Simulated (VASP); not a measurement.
# Zr3TiN4 (Pm-3m) in VASP: a series of runs

Runs on Zr3TiN4. Level: PBE. Tasks: single point.

Everything below comes from runs of VASP 6.6.1. Logs are shortened: lines on timing, memory, paths and dates and some standing lists are left out, and cuts for length are marked.

### 1 The cell of the first run

It takes space group Pm-3m (No. 221, cubic). Conventional cell: a = 4.527 Å, b = 4.527 Å, c = 4.527 Å, α = 90.00°, β = 90.00°, γ = 90.00°. Within 3.0 Å of Zr (site symmetry 4/mmm) lie 6 N at 2.26 Å. Ti (site symmetry m-3m) has 6 N at 2.26 Å within 3.0 Å. Within 3.0 Å of N (site symmetry 4/mmm) lie 4 Zr at 2.26 Å and 2 Ti at 2.26 Å. N (site symmetry m-3m) has 6 Zr at 2.26 Å within 3.0 Å.

### 2 Single point, PBE

File INCAR:

```
SYSTEM = Zr3TiN4
PREC = Accurate
ENCUT = 520
EDIFF = 1E-6
ISMEAR = 0
SIGMA = 0.1
LREAL = .FALSE.
LASPH = .TRUE.
NELM = 100
ALGO = Normal
ISIF = 2
LWAVE = .FALSE.
LCHARG = .FALSE.
GGA = PE
NBANDS = 44
```

File KPOINTS:

```
regular mesh
0
G
  4 4 4
  0 0 0
```

File POSCAR:

```
Zr3TiN4
1.0
    4.5272824000      0.0000000000      0.0000000000
    0.0000000000      4.5272824000      0.0000000000
    0.0000000000      0.0000000000      4.5272824000
Zr Ti N
3 1 4
Direct
    0.0000000000      0.0000000000      0.5000000000
    0.5000000000      0.0000000000      0.0000000000
    0.0000000000      0.5000000000      0.0000000000
    0.5000000000      0.5000000000      0.5000000000
    0.5000000000      0.5000000000      0.0000000000
    0.0000000000      0.5000000000      0.5000000000
    0.5000000000      0.0000000000      0.5000000000
    0.0000000000      0.0000000000      0.0000000000
```

Potentials or basis: VASP PAW PBE potentials, release 64 (Zr_sv, Ti_sv, N).

Launch:

```bash
cat potpaw_PBE.64/Zr_sv/POTCAR potpaw_PBE.64/Ti_sv/POTCAR potpaw_PBE.64/N/POTCAR > POTCAR
mpirun -np 1 vasp_std > vasp.out
```

OUTCAR:

```text
SYSTEM = Zr3TiN4
   PREC = Accurate
   ENCUT = 520
   EDIFF = 1E-6
   ISMEAR = 0
   LREAL = .FALSE.
   LASPH = .TRUE.
   NELM = 100
   ISIF = 2
   GGA = PE

 ion  position               nearest neighbor table
   1  0.000  0.000  0.500-   6 2.26   7 2.26   8 2.26   8 2.26   6 2.26   7 2.26   2 3.20   3 3.20
                             2 3.20   3 3.20   4 3.20   3 3.20   3 3.20   2 3.20   4 3.20   4 3.20
   2  0.500  0.000  0.000-   5 2.26   7 2.26   8 2.26   7 2.26   5 2.26   8 2.26   1 3.20   4 3.20
                             1 3.20   3 3.20   4 3.20   3 3.20   4 3.20   1 3.20   3 3.20   4 3.20
   3  0.000  0.500  0.000-   5 2.26   6 2.26   8 2.26   6 2.26   8 2.26   5 2.26   1 3.20   4 3.20
                             1 3.20   1 3.20   2 3.20   2 3.20   1 3.20   2 3.20   4 3.20   4 3.20
   4  0.500  0.500  0.500-   5 2.26   6 2.26   7 2.26   5 2.26   7 2.26   6 2.26   2 3.20   3 3.20
                             1 3.20   1 3.20   2 3.20   2 3.20   2 3.20   1 3.20   3 3.20   3 3.20
   5  0.500  0.500  0.000-   2 2.26   3 2.26   4 2.26   4 2.26   2 2.26   3 2.26
   6  0.000  0.500  0.500-   1 2.26   3 2.26   4 2.26   3 2.26   1 2.26   4 2.26
   7  0.500  0.000  0.500-   1 2.26   2 2.26   4 2.26   2 2.26   4 2.26   1 2.26
   8  0.000  0.000  0.000-   1 2.26   2 2.26   3 2.26   1 2.26   3 2.26   2 2.26

  LATTYP: Found a simple cubic cell.
 ALAT       =     4.5272824000

  Lattice vectors:

 A1 = (   4.5272824000,   0.0000000000,   0.0000000000)
 A2 = (   0.0000000000,   4.5272824000,   0.0000000000)
 A3 = (   0.0000000000,   0.0000000000,   4.5272824000)

Analysis of symmetry for initial positions (statically):
=====================================================================
 Subroutine PRICEL returns:
 Original cell was already a primitive cell.

 Routine SETGRP: Setting up the symmetry group for a
 simple cubic supercell.

 Subroutine GETGRP returns: Found 48 space group operations
 (whereof 48 operations were pure point group operations)
 out of a pool of 48 trial point group operations.

The static configuration has the point symmetry O_h .

Analysis of symmetry for dynamics (positions and initial velocities):
=====================================================================
 Subroutine PRICEL returns:
 Original cell was already a primitive cell.

 Routine SETGRP: Setting up the symmetry group for a
 simple cubic supercell.

 Subroutine GETGRP returns: Found 48 space group operations
 (whereof 48 operations were pure point group operations)
 out of a pool of 48 trial point group operations.

The dynamic configuration has the point symmetry O_h .

 Subroutine INISYM returns: Found 48 space group operations
 (whereof 48 operations are pure point group operations),
 and found     1 'primitive' translations

----------------------------------------------------------------------------------------

                                     Primitive cell

  volume of cell :      92.7925

  direct lattice vectors                    reciprocal lattice vectors
     4.527282400  0.000000000  0.000000000     0.220883062  0.000000000  0.000000000
     0.000000000  4.527282400  0.000000000     0.000000000  0.220883062  0.000000000
     0.000000000  0.000000000  4.527282400     0.000000000  0.000000000  0.220883062

  length of vectors
     4.527282400  4.527282400  4.527282400     0.220883062  0.220883062  0.220883062

  position of ions in fractional coordinates (direct lattice)
     0.000000000  0.000000000  0.500000000
     0.500000000  0.000000000  0.000000000
     0.000000000  0.500000000  0.000000000
     0.500000000  0.500000000  0.500000000
     0.500000000  0.500000000  0.000000000
     0.000000000  0.500000000  0.500000000
     0.500000000  0.000000000  0.500000000
     0.000000000  0.000000000  0.000000000

  ion indices of the primitive-cell ions
   primitive index   ion index
                 1           1
                 2           2
                 3           3
                 4           4
                 5           5
                 6           6
                 7           7
                 8           8

----------------------------------------------------------------------------------------

 KPOINTS: regular mesh

Automatic generation of k-mesh.
 Grid dimensions read from file:
 generate k-points for:    4    4    4

 Generating k-lattice:

  Cartesian coordinates                     Fractional coordinates (reciprocal lattice)
     0.055220766  0.000000000  0.000000000     0.250000000  0.000000000  0.000000000
     0.000000000  0.055220766  0.000000000     0.000000000  0.250000000  0.000000000
     0.000000000  0.000000000  0.055220766     0.000000000  0.000000000  0.250000000

  Length of vectors
     0.055220766  0.055220766  0.055220766

  Shift w.r.t. Gamma in fractional coordinates (k-lattice)
     0.000000000  0.000000000  0.000000000

 Subroutine IBZKPT returns following result:
 ===========================================

 Found     10 irreducible k-points:

 Following reciprocal coordinates:
            Coordinates               Weight
  0.000000  0.000000  0.000000      1.000000
  0.250000  0.000000  0.000000      6.000000
  0.500000  0.000000  0.000000      3.000000
  0.250000  0.250000  0.000000     12.000000
  0.500000  0.250000  0.000000     12.000000
  0.500000  0.500000  0.000000      3.000000
  0.250000  0.250000  0.250000      8.000000
  0.500000  0.250000  0.250000     12.000000
  0.500000  0.500000  0.250000      6.000000
  0.500000  0.500000  0.500000      1.000000
   k-points           NKPTS =     10   k-points in BZ     NKDIM =     10   number of bands    NBANDS=     44
   number of dos      NEDOS =    301   number of ions     NIONS =      8
   total plane-waves  NPLWV =  46656
   dimension x,y,z NGX =    36 NGY =   36 NGZ =   36
   dimension x,y,z NGXF=    72 NGYF=   72 NGZF=   72
   ions per type =               3   1   4
   NGX,Y,Z   is equivalent  to a cutoff of  13.22, 13.22, 13.22 a.u.
   NGXF,Y,Z  is equivalent  to a cutoff of  26.44, 26.44, 26.44 a.u.
 SYSTEM =  Zr3TiN4
   PREC   = accura    normal or accurate (medium, high low for compatibility)
   ISTART =      0    job   : 0-new  1-cont  2-samecut
   ICHARG =      2    charge: 1-file 2-atom 10-const
   ISPIN  =      1    spin polarized calculation?
   LNONCOLLINEAR =      F non collinear calculations
   LSORBIT =      F    spin-orbit coupling
   LASPH  =      T    aspherical Exc in radial PAW
   ENCUT  =  520.0 eV  38.22 Ry    6.18 a.u.   8.42  8.42  8.42*2*pi/ulx,y,z
   NELM   =    100;   NELMIN=  2; NELMDL= -5     # of ELM steps
   EDIFF  = 0.1E-05   stopping-criterion for ELM
   LREAL  =      F    real-space projection
   EDIFFG = 0.1E-04   stopping-criterion for IOM
   NSW    =      0    number of steps for IOM
   IBRION =     -1    ionic relax: 0-MD 1-quasi-New 2-CG
   NFREE  =      0    steps in history (QN), initial steepest desc. (CG)
   ISIF   =      2    stress and relaxation
   ISYM   =      2    0-nonsym 1-usesym 2-fastsym
   POTIM  = 0.5000    time-step for ionic-motion
   TEBEG  =    0.0;   TEEND  =   0.0 temperature during run
   PSTRESS=    0.0 pullay stress
   NELECT =      68.0000    total number of electrons
   NUPDOWN=      -1.0000    fix difference up-down
   EMIN   =  10.00;   EMAX   =-10.00  energy-range for DOS
   EFERMI =   0.00;   METHOD = LEGACY
   ISMEAR =     0;   SIGMA  =   0.10  broadening in eV -4-tet -1-fermi 0-gaus
   EFERMI_NEDOS =   21; number of points for ismear=-14 and -15
   IALGO  =     38    algorithm
   IMIX   =      4    mixing-type and parameters
     AMIX     =   0.40;   BMIX     =  1.00
     AMIX_MAG =   1.60;   BMIX_MAG =  1.00
  volume/ion in A,a.u.               =      11.60        78.27
  Fermi-wavevector in a.u.,A,eV,Ry     =   1.475956  2.789153 29.639578  2.178448
  Thomas-Fermi vector in A             =   2.590542
   LORBIT       =      0    0 simple, 1 ext, 2 COOP (PROOUT), +10 PAW based schemes
   GGA     = PE    functional components
   LHFCALC =     F    Hartree Fock is set to
   AEXX    =    0.0000 exact exchange contribution
   IVDW    =     0    specifies the selected vdW correction
   LEPSILON=     F    determine dielectric tensor
   LRPA    =     F    only Hartree local field effects (RPA)
 non-spin polarized calculation
 Gauss-broadening in eV      SIGMA  =   0.10
  energy-cutoff  :      520.00
  volume of cell :       92.79
 maximum number of plane-waves:      2522
 NGX is ok and might be reduce to    36
   NGX = 17   NGY = 17   NGZ = 17

 number of electron      68.0000008 magnetization

 Free energy of the ion-electron system (eV)
  ---------------------------------------------------
  ext. energy  EPLUGINS =         0.00000000
  ---------------------------------------------------
  free energy    TOTEN  =       -80.44845056 eV

  energy without entropy =      -80.43496499  energy(sigma->0) =      -80.44170778

 E-fermi :  11.5634     XC(G=0): -12.5239

 val. band max:       11.5441039445   @ k =   0.5000   0.2500   0.2500
 cond. band min:      11.6766665502   @ k =   0.2500   0.2500   0.0000
 fundamental gap:      0.1325626057
 Fermi energy:        11.5633806898

 k-point     1 :       0.0000    0.0000    0.0000
  band No.  band energies     occupation
      1     -46.3267      2.00000
      2     -37.8741      2.00000
      3     -37.7103      2.00000
      4     -37.7103      2.00000
      5     -22.6004      2.00000
      6     -22.6004      2.00000
[... 36 lines left out ...]
     43      14.6546      0.00000
     44      14.6617      0.00000

 k-point     2 :       0.2500    0.0000    0.0000
  band No.  band energies     occupation
      1     -46.3266      2.00000
      2     -37.8533      2.00000
      3     -37.7311      2.00000
      4     -37.7099      2.00000
      5     -22.6027      2.00000
      6     -22.5995      2.00000
[... 36 lines left out ...]
     43      14.4388      0.00000
     44      14.5949      0.00000

 k-point     3 :       0.5000    0.0000    0.0000
  band No.  band energies     occupation
      1     -46.3264      2.00000
      2     -37.8197      2.00000
      3     -37.7647      2.00000
      4     -37.7095      2.00000
      5     -22.6049      2.00000
      6     -22.5985      2.00000
[... 36 lines left out ...]
     43      14.1685      0.00000
     44      14.5533      0.00000

 k-point     4 :       0.2500    0.2500    0.0000
  band No.  band energies     occupation
      1     -46.3265      2.00000
      2     -37.8347      2.00000
      3     -37.7372      2.00000
      4     -37.7216      2.00000
      5     -22.6043      2.00000
      6     -22.6018      2.00000
[... 36 lines left out ...]
     43      14.5134      0.00000
     44      14.9145      0.00000

 k-point     5 :       0.5000    0.2500    0.0000
  band No.  band energies     occupation
      1     -46.3264      2.00000
      2     -37.8033      2.00000
      3     -37.7643      2.00000
      4     -37.7253      2.00000
      5     -22.6066      2.00000
      6     -22.6034      2.00000
[... 36 lines left out ...]
     43      14.4214      0.00000
     44      14.8107      0.00000

 k-point     6 :       0.5000    0.5000    0.0000
  band No.  band energies     occupation
      1     -46.3263      2.00000
      2     -37.7640      2.00000
      3     -37.7639      2.00000
      4     -37.7639      2.00000
      5     -22.6083      2.00000
      6     -22.6083      2.00000
[... 36 lines left out ...]
     43      14.6367      0.00000
     44      14.6367      0.00000

 k-point     7 :       0.2500    0.2500    0.2500
  band No.  band energies     occupation
      1     -46.3264      2.00000
      2     -37.8190      2.00000
      3     -37.7367      2.00000
      4     -37.7367      2.00000
      5     -22.6047      2.00000
      6     -22.6047      2.00000
[... 36 lines left out ...]
     43      14.8116      0.00000
     44      15.4409      0.00000

 k-point     8 :       0.5000    0.2500    0.2500
  band No.  band energies     occupation
      1     -46.3263      2.00000
      2     -37.7914      2.00000
      3     -37.7638      2.00000
      4     -37.7363      2.00000
      5     -22.6084      2.00000
      6     -22.6052      2.00000
[... 36 lines left out ...]
     43      14.6874      0.00000
     44      15.1645      0.00000

 k-point     9 :       0.5000    0.5000    0.2500
  band No.  band energies     occupation
      1     -46.3262      2.00000
      2     -37.7634      2.00000
      3     -37.7634      2.00000
      4     -37.7634      2.00000
      5     -22.6101      2.00000
      6     -22.6101      2.00000
[... 36 lines left out ...]
     43      14.8153      0.00000
     44      14.8153      0.00000

 k-point    10 :       0.5000    0.5000    0.5000
  band No.  band energies     occupation
      1     -46.3261      2.00000
      2     -37.7629      2.00000
      3     -37.7629      2.00000
      4     -37.7629      2.00000
      5     -22.6120      2.00000
      6     -22.6120      2.00000
[... 36 lines left out ...]
     43      14.8974      0.00000
     44      14.9664      0.00000

------------------------ aborting loop because EDIFF is reached ----------------------------------------

  FORCE on cell =-STRESS in cart. coord.  units (eV):
  Direction    XX          YY          ZZ          XY          YZ          ZX
  --------------------------------------------------------------------------------------
  -------------------------------------------------------------------------------------
  Total        0.0403813      0.0403813      0.0403813      0.0000000      0.0000000      0.0000000
  in kB        0.6972331      0.6972331      0.6972331      0.0000000      0.0000000      0.0000000
  external PRESSURE =       0.6972331 kB  Pullay stress =       0.0000000 kB

 VOLUME and BASIS-vectors are now :
 -----------------------------------------------------------------------------
  energy-cutoff  :      520.00
  volume of cell :       92.79
      direct lattice vectors                 reciprocal lattice vectors
     4.527282400  0.000000000  0.000000000     0.220883062  0.000000000  0.000000000
     0.000000000  4.527282400  0.000000000     0.000000000  0.220883062  0.000000000
     0.000000000  0.000000000  4.527282400     0.000000000  0.000000000  0.220883062

 POSITION                                       TOTAL-FORCE (eV/Angst)
 -----------------------------------------------------------------------------------
      0.00000      0.00000      2.26364         0.000000      0.000000      0.000000
      2.26364      0.00000      0.00000         0.000000      0.000000      0.000000
      0.00000      2.26364      0.00000         0.000000      0.000000      0.000000
      2.26364      2.26364      2.26364         0.000000      0.000000      0.000000
      2.26364      2.26364      0.00000         0.000000      0.000000      0.000000
      0.00000      2.26364      2.26364         0.000000      0.000000      0.000000
      2.26364      0.00000      2.26364         0.000000      0.000000      0.000000
      0.00000      0.00000      0.00000         0.000000      0.000000      0.000000
 -----------------------------------------------------------------------------------
    total drift:                                0.000000      0.000000     -0.000000

  FREE ENERGIE OF THE ION-ELECTRON SYSTEM (eV)
  ---------------------------------------------------
  free  energy   TOTEN  =       -80.4484505646 eV

  energy  without entropy=      -80.4349649935  energy(sigma->0) =      -80.44170778
```

Wall time 36 s (1 thread of Intel Xeon 6975P-C (Granite Rapids), shared host); peak memory 0.21 GiB.

Results:

```
Free energy            : -80.4485 eV
Pressure               : 0.1 GPa
Band gap on the k mesh : zero (bands 34 and 35 overlap by 3.79 eV)
```

Levels at points of the mesh, in eV from the Fermi level:
```
           k point  band 31  band 32  band 33  band 34  band 35  band 36  band 37  band 38
(0.00, 0.00, 0.00)    -2.82    -2.82    -2.40    -2.40    -2.40    -0.39    -0.39    -0.39
(0.50, 0.00, 0.00)    -3.18    -3.18    -2.19    -1.88     0.66     0.66     1.18     1.35
(0.50, 0.50, 0.00)    -4.31    -4.31     0.79     0.79     1.39     1.73     1.87     1.92
(0.50, 0.50, 0.50)    -4.94    -4.94     1.40     1.40     1.40     3.20     3.20     3.32
```

(Continued in part 2 of 2.)
